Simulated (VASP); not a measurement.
# CaO in VASP: a series of runs

The runs below take CaO through single point, with PBE.

Program: VASP 6.6.1. These are calculated values, not measurements. Logs are shortened: lines on timing, memory, paths and dates and some standing lists are left out, and cuts for length are marked.

## Step 1: The cell of the first run

Symmetry: F-43m, No. 216, cubic system. Conventional cell: a = 5.213 Å, b = 5.213 Å, c = 5.213 Å, α = 90.00°, β = 90.00°, γ = 90.00°. Within 3.0 Å of Ca (site symmetry -43m) lie 4 O at 2.26 Å. Within 3.0 Å of O (site symmetry -43m) lie 4 Ca at 2.26 Å.

## Step 2: Single point, PBE

The input, INCAR:

```
ALGO = Normal
EDIFF = 1E-6
ENCUT = 520
GGA = PE
ISIF = 2
ISMEAR = -1
LASPH = T
LCHARG = T
LELF = T
LREAL = F
LVHAR = T
LWAVE = F
NBANDS = 15
NELM = 60
PREC = Accurate
SIGMA = 0.02
```

The input, KPOINTS:

```
k-points
0
Gamma
  8 8 8
```

The input, POSCAR:

```
CaO
1.0
    0.0000000000      2.6067317416      2.6067317416
    2.6067317416      0.0000000000      2.6067317416
    2.6067317416      2.6067317416      0.0000000000
Ca O
1 1
Direct
    0.0000000000      0.0000000000      0.0000000000
    0.2500000000      0.2500000000      0.2500000000
```

Potentials or basis: VASP PAW PBE potentials, release 64 (Ca_sv, O).

Command:

```
$ cat potpaw_PBE.64/Ca_sv/POTCAR potpaw_PBE.64/O/POTCAR > POTCAR
$ mpirun -np 1 vasp_std > vasp.out
```

OUTCAR:

```text
EDIFF = 1E-6
   ENCUT = 520
   GGA = PE
   ISIF = 2
   ISMEAR = -1
   LASPH = T
   LREAL = F
   NELM = 60
   PREC = Accurate

 ion  position               nearest neighbor table
   1  0.000  0.000  0.000-   2 2.26   2 2.26   2 2.26   2 2.26
   2  0.250  0.250  0.250-   1 2.26   1 2.26   1 2.26   1 2.26

  LATTYP: Found a face centered cubic cell.
 ALAT       =     5.2134634832

  Lattice vectors:

 A1 = (   0.0000000000,   2.6067317416,   2.6067317416)
 A2 = (   2.6067317416,   0.0000000000,   2.6067317416)
 A3 = (   2.6067317416,   2.6067317416,   0.0000000000)

Analysis of symmetry for initial positions (statically):
=====================================================================
 Subroutine PRICEL returns:
 Original cell was already a primitive cell.

 Routine SETGRP: Setting up the symmetry group for a
 face centered cubic supercell.

 Subroutine GETGRP returns: Found 24 space group operations
 (whereof 24 operations were pure point group operations)
 out of a pool of 48 trial point group operations.

The static configuration has the point symmetry T_d .

Analysis of symmetry for dynamics (positions and initial velocities):
=====================================================================
 Subroutine PRICEL returns:
 Original cell was already a primitive cell.

 Routine SETGRP: Setting up the symmetry group for a
 face centered cubic supercell.

 Subroutine GETGRP returns: Found 24 space group operations
 (whereof 24 operations were pure point group operations)
 out of a pool of 48 trial point group operations.

The dynamic configuration has the point symmetry T_d .

 Subroutine INISYM returns: Found 24 space group operations
 (whereof 24 operations are pure point group operations),
 and found     1 'primitive' translations

----------------------------------------------------------------------------------------

                                     Primitive cell

  volume of cell :      35.4257

  direct lattice vectors                    reciprocal lattice vectors
     0.000000000  2.606731742  2.606731742    -0.191811068  0.191811068  0.191811068
     2.606731742  0.000000000  2.606731742     0.191811068 -0.191811068  0.191811068
     2.606731742  2.606731742  0.000000000     0.191811068  0.191811068 -0.191811068

  length of vectors
     3.686475382  3.686475382  3.686475382     0.332226516  0.332226516  0.332226516

  position of ions in fractional coordinates (direct lattice)
     0.000000000  0.000000000  0.000000000
     0.250000000  0.250000000  0.250000000

  ion indices of the primitive-cell ions
   primitive index   ion index
                 1           1
                 2           2

----------------------------------------------------------------------------------------

 KPOINTS: k-points

Automatic generation of k-mesh.
 Grid dimensions read from file:
 generate k-points for:    8    8    8

 Generating k-lattice:

  Cartesian coordinates                     Fractional coordinates (reciprocal lattice)
    -0.023976384  0.023976384  0.023976384     0.125000000  0.000000000  0.000000000
     0.023976384 -0.023976384  0.023976384     0.000000000  0.125000000  0.000000000
     0.023976384  0.023976384 -0.023976384     0.000000000  0.000000000  0.125000000

  Length of vectors
     0.041528314  0.041528314  0.041528314

  Shift w.r.t. Gamma in fractional coordinates (k-lattice)
     0.000000000  0.000000000  0.000000000

 Subroutine IBZKPT returns following result:
 ===========================================

 Found     29 irreducible k-points:

 Following reciprocal coordinates:
            Coordinates               Weight
  0.000000  0.000000  0.000000      1.000000
  0.125000  0.000000  0.000000      8.000000
  0.250000  0.000000  0.000000      8.000000
  0.375000  0.000000  0.000000      8.000000
  0.500000  0.000000  0.000000      4.000000
  0.125000  0.125000  0.000000      6.000000
[... 16 lines left out ...]
  0.500000  0.250000  0.125000     48.000000
 -0.375000  0.250000  0.125000     24.000000
 [... further k-points ...]
   k-points           NKPTS =     29   k-points in BZ     NKDIM =     29   number of bands    NBANDS=     15
   number of dos      NEDOS =    301   number of ions     NIONS =      2
   total plane-waves  NPLWV =  21952
   dimension x,y,z NGX =    28 NGY =   28 NGZ =   28
   dimension x,y,z NGXF=    56 NGYF=   56 NGZF=   56
   ions per type =               1   1
   NGX,Y,Z   is equivalent  to a cutoff of  12.63, 12.63, 12.63 a.u.
   NGXF,Y,Z  is equivalent  to a cutoff of  25.25, 25.25, 25.25 a.u.
 SYSTEM =  unknown system
   PREC   = accura    normal or accurate (medium, high low for compatibility)
   ISTART =      0    job   : 0-new  1-cont  2-samecut
   ICHARG =      2    charge: 1-file 2-atom 10-const
   ISPIN  =      1    spin polarized calculation?
   LNONCOLLINEAR =      F non collinear calculations
   LSORBIT =      F    spin-orbit coupling
   LASPH  =      T    aspherical Exc in radial PAW
   ENCUT  =  520.0 eV  38.22 Ry    6.18 a.u.   6.85  6.85  6.85*2*pi/ulx,y,z
   NELM   =     60;   NELMIN=  2; NELMDL= -5     # of ELM steps
   EDIFF  = 0.1E-05   stopping-criterion for ELM
   LREAL  =      F    real-space projection
   EDIFFG = 0.1E-04   stopping-criterion for IOM
   NSW    =      0    number of steps for IOM
   IBRION =     -1    ionic relax: 0-MD 1-quasi-New 2-CG
   NFREE  =      0    steps in history (QN), initial steepest desc. (CG)
   ISIF   =      2    stress and relaxation
   ISYM   =      2    0-nonsym 1-usesym 2-fastsym
   POTIM  = 0.5000    time-step for ionic-motion
   TEBEG  =    0.0;   TEEND  =   0.0 temperature during run
   PSTRESS=    0.0 pullay stress
   NELECT =      16.0000    total number of electrons
   NUPDOWN=      -1.0000    fix difference up-down
   EMIN   =  10.00;   EMAX   =-10.00  energy-range for DOS
   EFERMI =   0.00;   METHOD = LEGACY
   ISMEAR =    -1;   SIGMA  =   0.02  broadening in eV -4-tet -1-fermi 0-gaus
   EFERMI_NEDOS =   21; number of points for ismear=-14 and -15
   IALGO  =     38    algorithm
   IMIX   =      4    mixing-type and parameters
     AMIX     =   0.40;   BMIX     =  1.00
     AMIX_MAG =   1.60;   BMIX_MAG =  1.00
  volume/ion in A,a.u.               =      17.71       119.53
  Fermi-wavevector in a.u.,A,eV,Ry     =   1.256055  2.373599 21.465543  1.577673
  Thomas-Fermi vector in A             =   2.389781
   LORBIT       =      0    0 simple, 1 ext, 2 COOP (PROOUT), +10 PAW based schemes
   GGA     = PE    functional components
   LHFCALC =     F    Hartree Fock is set to
   AEXX    =    0.0000 exact exchange contribution
   IVDW    =     0    specifies the selected vdW correction
   LEPSILON=     F    determine dielectric tensor
   LRPA    =     F    only Hartree local field effects (RPA)
 non-spin polarized calculation
  energy-cutoff  :      520.00
  volume of cell :       35.43
 maximum number of plane-waves:       961
   NGX = 13   NGY = 13   NGZ = 13

 number of electron      15.9999998 magnetization

 Free energy of the ion-electron system (eV)
  ---------------------------------------------------
  ext. energy  EPLUGINS =         0.00000000
  ---------------------------------------------------
  free energy    TOTEN  =       -12.43867020 eV

  energy without entropy =      -12.43867020  energy(sigma->0) =      -12.43867020

 E-fermi :   1.0276     XC(G=0):  -9.0422

 val. band max:        0.4813284327   @ k =  -0.2500   0.5000   0.2500
 cond. band min:       3.8064793859   @ k =   0.0000   0.0000   0.0000
 fundamental gap:      3.3251509532
 Fermi energy:         1.0275672689

 k-point     1 :       0.0000    0.0000    0.0000
  band No.  band energies     occupation
      1     -36.6687      2.00000
      2     -17.6086      2.00000
      3     -17.6086      2.00000
      4     -17.6086      2.00000
      5     -14.3121      2.00000
      6      -0.1443      2.00000
      7      -0.1443      2.00000
      8      -0.1443      2.00000
      9       3.8065      0.00000
     10       8.4529      0.00000
     11       8.4529      0.00000
     12      10.0844      0.00000
     13      10.0844      0.00000
     14      10.0844      0.00000
     15      17.0377      0.00000

 k-point     2 :       0.1250    0.0000    0.0000
  band No.  band energies     occupation
      1     -36.6621      2.00000
      2     -17.7295      2.00000
      3     -17.6165      2.00000
      4     -17.6165      2.00000
      5     -14.1932      2.00000
      6      -0.3160      2.00000
      7      -0.1008      2.00000
      8      -0.1008      2.00000
      9       4.3516      0.00000
     10       8.2820      0.00000
     11       8.2820      0.00000
     12       9.8563      0.00000
     13      10.2338      0.00000
     14      10.2338      0.00000
     15      15.3748      0.00000

 k-point     3 :       0.2500    0.0000    0.0000
  band No.  band energies     occupation
      1     -36.6461      2.00000
      2     -17.9895      2.00000
      3     -17.6355      2.00000
      4     -17.6355      2.00000
      5     -13.9444      2.00000
      6      -0.5272      2.00000
      7      -0.0030      2.00000
      8      -0.0030      2.00000
      9       5.4753      0.00000
     10       8.1111      0.00000
     11       8.1111      0.00000
     12       9.4020      0.00000
     13      10.3144      0.00000
     14      10.3144      0.00000
     15      13.3921      0.00000

 k-point     4 :       0.3750    0.0000    0.0000
  band No.  band energies     occupation
      1     -36.6301      2.00000
      2     -18.2169      2.00000
      3     -17.6543      2.00000
      4     -17.6543      2.00000
      5     -13.7367      2.00000
      6      -0.5498      2.00000
      7       0.0835      2.00000
      8       0.0835      2.00000
      9       6.3488      0.00000
     10       8.2080      0.00000
     11       8.2080      0.00000
     12       8.9662      0.00000
     13      10.0802      0.00000
     14      10.0802      0.00000
     15      12.4122      0.00000
[... 307 lines left out ...]
 k-point    22 :       0.3750    0.2500    0.1250
  band No.  band energies     occupation
      1     -36.6342      2.00000
      2     -18.0984      2.00000
      3     -17.7111      2.00000
      4     -17.6609      2.00000
      5     -13.7715      2.00000
      6      -0.6424      2.00000
      7       0.0718      2.00000
      8       0.1292      2.00000
      9       6.0692      0.00000
     10       7.1161      0.00000
     11       8.6629      0.00000
     12       9.5520      0.00000
     13      10.2281      0.00000
     14      10.4164      0.00000
     15      14.0147      0.00000

 k-point    23 :       0.5000    0.2500    0.1250
  band No.  band energies     occupation
      1     -36.6213      2.00000
      2     -18.2350      2.00000
      3     -17.7626      2.00000
      4     -17.6827      2.00000
      5     -13.6088      2.00000
      6      -0.5043      2.00000
      7       0.0168      2.00000
      8       0.2309      2.00000
      9       6.1243      0.00000
     10       7.2557      0.00000
     11       8.5971      0.00000
     12       9.6803      0.00000
     13      10.1859      0.00000
     14      10.6545      0.00000
     15      13.1756      0.00000

 k-point    24 :      -0.3750    0.2500    0.1250
  band No.  band energies     occupation
      1     -36.6160      2.00000
      2     -18.2883      2.00000
      3     -17.7819      2.00000
      4     -17.6938      2.00000
      5     -13.5464      2.00000
      6      -0.3561      2.00000
      7      -0.0682      2.00000
      8       0.2722      2.00000
      9       5.9916      0.00000
     10       7.3851      0.00000
     11       8.5018      0.00000
     12       9.8585      0.00000
     13      10.0556      0.00000
     14      11.0348      0.00000
     15      12.7125      0.00000

 [... further k-points ...]
[... 5 lines left out ...]
  --------------------------------------------------------------------------------------
  -------------------------------------------------------------------------------------
  Total        0.4091451      0.4091451      0.4091451      0.0000000      0.0000000      0.0000000
  in kB       18.5041403     18.5041403     18.5041403      0.0000000      0.0000000      0.0000000
  external PRESSURE =      18.5041403 kB  Pullay stress =       0.0000000 kB

 VOLUME and BASIS-vectors are now :
 -----------------------------------------------------------------------------
  energy-cutoff  :      520.00
  volume of cell :       35.43
      direct lattice vectors                 reciprocal lattice vectors
     0.000000000  2.606731742  2.606731742    -0.191811068  0.191811068  0.191811068
     2.606731742  0.000000000  2.606731742     0.191811068 -0.191811068  0.191811068
     2.606731742  2.606731742  0.000000000     0.191811068  0.191811068 -0.191811068

 POSITION                                       TOTAL-FORCE (eV/Angst)
 -----------------------------------------------------------------------------------
      0.00000      0.00000      0.00000         0.000000      0.000000      0.000000
      1.30337      1.30337      1.30337        -0.000000     -0.000000     -0.000000
 -----------------------------------------------------------------------------------
    total drift:                               -0.000000     -0.000000     -0.000000

  FREE ENERGIE OF THE ION-ELECTRON SYSTEM (eV)
  ---------------------------------------------------
  free  energy   TOTEN  =       -12.4386702026 eV

  energy  without entropy=      -12.4386702026  energy(sigma->0) =      -12.43867020
```

It took 30 s on 1 thread of Intel Xeon 8259CL, shared host; peak memory 0.16 GiB.

Results:

* Free energy: -12.4387 eV
* Pressure: 1.9 GPa
* Band gap on the k mesh: 3.33 eV (least direct gap 3.95 eV)

A k mesh can miss the band edges.

(Continued in part 2 of 2.)
